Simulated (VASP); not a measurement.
Wanted: the native input for a VASP 6.6.1 run.

| Item | Value |
| --- | --- |
| Task | single point |
| Functional | PBE |
| Potentials or basis | VASP PAW PBE potentials, release 64 (Ca_sv, Mn_pv, Bi_d) |
| Cutoff | 520 eV |
| k mesh | 8 × 8 × 4 |
| Occupations | gaussian, width 0.1 eV |
| Spin | collinear spin, antiferromagnetic start |
| Starting moments | [0.0, 2.8, -2.8, 0.0, 0.0] μB |
| Dipole correction | no |
| Further INCAR settings | ALGO = Normal; EDIFF = 1e-07; NBANDS = 45 |

The structure of CaMn2Bi2 lies in POSCAR:

```
CaMn2Bi2
1.0
    4.2521870251      0.0000000000      0.0000000000
   -2.1260935126      3.6825019854      0.0000000000
    0.0000000000      0.0000000000      7.3657120029
Ca Mn Bi
1 2 2
Direct
    0.0000000000      0.0000000000      0.0000000293
    0.6666666667      0.3333333333      0.5999297691
    0.3333333333      0.6666666667      0.4000699984
    0.6666666667      0.3333333333      0.2439491916
    0.3333333333      0.6666666667      0.7560510116
```

One way to write it, as run:

INCAR

```
SYSTEM = CaMn2Bi2
  PREC = Accurate
  ENCUT = 520
  EDIFF = 1E-7
  ISMEAR = 0
  SIGMA = 0.1
  LREAL = .FALSE.
  LASPH = .TRUE.
  NELM = 150
  ALGO = Normal
  ISIF = 2
  LWAVE = .FALSE.
  LCHARG = .FALSE.
  ISPIN = 2
  MAGMOM = 0 2.8 -2.8 0 0
  LORBIT = 11
  LMAXMIX = 4
  GGA = PE
  NBANDS = 45
```

KPOINTS

```
Automatic mesh
0
G
  8 8 4
  0 0 0
```

Potentials or basis: VASP PAW PBE potentials, release 64 (Ca_sv, Mn_pv, Bi_d).

The run is started by

```sh
$ cat potpaw_PBE.64/Ca_sv/POTCAR potpaw_PBE.64/Mn_pv/POTCAR potpaw_PBE.64/Bi_d/POTCAR > POTCAR
$ mpirun -np 1 vasp_std > vasp.out
```

It gave:

The pressure is 10.0 GPa. The largest force is 0.012 eV/Å and the band gap on the k mesh is zero (filled and empty bands overlap). The net moment is 0.00 μB per cell and the site moments are Ca +0.00; Mn +3.58, -3.58; Bi +0.01, -0.01 μB. The valence electrons inside the program's atomic spheres are Ca 8.23; Mn 11.55; Bi 13.16.

Caveat: the cell stands under pressure; the antiferromagnetic order is the one typed at the start, and another may lie lower; spin-orbit coupling is left out, which moves the levels of the heavy elements.

Wall time 11 min on 1 thread of Intel Xeon 8259CL, on a shared host, peak memory 0.45 GiB.
